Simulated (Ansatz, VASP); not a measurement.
**BP: VASP beside Ansatz**

INCAR

```
PREC = Accurate
ENCUT = 500
EDIFF = 1E-6
ISMEAR = 0
SIGMA = 0.02
LREAL = False
LASPH = True
NELM = 120
ALGO = Normal
ISIF = 2
LWAVE = False
LCHARG = True
GGA = PE
LELF = True
LVHAR = True
NBANDS = 11
GGA_COMPAT = False
```

Contents of KPOINTS:

```
regular mesh
0
Gamma
  10 10 10
```

The input POSCAR:

```
BP
1.0
    0.0000000000      2.2965909880      2.2965909880
    2.2965909880      0.0000000000      2.2965909880
    2.2965909880      2.2965909880      0.0000000000
B P
1 1
Direct
    0.0000000000      0.0000000000      0.0000000000
    0.2500000000      0.2500000000      0.2500000000
```

Input for Ansatz:

```yaml
crystal:
  lattice:
    - [0.0, 2.296590988, 2.296590988]
    - [2.296590988, 0.0, 2.296590988]
    - [2.296590988, 2.296590988, 0.0]
  atoms:
    - { symbol: B, position: [0.0, 0.0, 0.0] }
    - { symbol: P, position: [0.25, 0.25, 0.25] }
basis: {}
kpoints:
  mp_grid: { grid: [10, 10, 10] }
hamiltonian:
  xc: pbe
  pseudopotentials: { kind: all_electron, lapw: {} }
scf:
  occupations: { method: gaussian, width: 0.02 }
output:
  forces: true
  stress: true
  eigenvalues: true
```

Alike in both runs: task single point; functional PBE; k mesh 10 × 10 × 10; occupations gaussian, width 0.02 eV; no spin polarisation.

```csv
,VASP,Ansatz
version,VASP 6.6.1,Ansatz 0.2.0
potentials or method,"VASP PAW PBE potentials, release 64 (B, P), cutoff 500 eV","scalar-relativistic, all-electron LAPW"
```

Ansatz gave:

| Quantity | Value |
| --- | --- |
| gap on the k mesh at the Fermi level (eV) | 1.29 |
| least direct gap on the mesh (eV) | 3.36 |
| pressure (GPa) | -4.5 |

Question: Estimate VASP's values.

Answer: gap on the k mesh at the Fermi level (eV): 1.29; least direct gap on the mesh (eV): 3.35; pressure (GPa): -4.7.

Ansatz ran all-electron here, and VASP with PAW potentials.
